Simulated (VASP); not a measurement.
Runs of VASP 6.6.1 on W. The structure is that of space group Im-3m (No. 229), or close to it. The cells are those of the table. 

| task | cell | cutoff (eV) | k mesh for the DOS | occupations for the DOS | gap on the mesh (eV) | pressure (GPa) |
| --- | --- | --- | --- | --- | --- | --- |
| single point | a = 2.388 Å, angles 109.5°, 1 atom | 520 | - | - | none | 319.8 |
| single point | a = 2.710 Å, angles 109.5°, 1 atom | 520 | - | - | none | 18.0 |
| relaxation of cell and atoms | relaxed from a = 2.758 Å, angles 109.5°, 1 atom | 600 | - | - | none | 0.0 |
| single point | a = 2.757 Å, angles 109.5°, 1 atom | 520 | - | - | none | (a) |

Alike in all rows: level PBE; potentials or basis VASP PAW PBE potentials, release 64 (W_sv); no spin polarisation; k mesh 19 × 19 × 19; smearing fermi-dirac 0.05 eV.

Task: Estimate the missing entries.

Result: (a) 0.5.

Caveats: spin-orbit coupling is left out, which moves the levels of the heavy elements.

A k mesh can miss the band edges, and the runs leave out spin-orbit coupling on W.

A gap of «none» marks levels without a gap at the run's occupations.
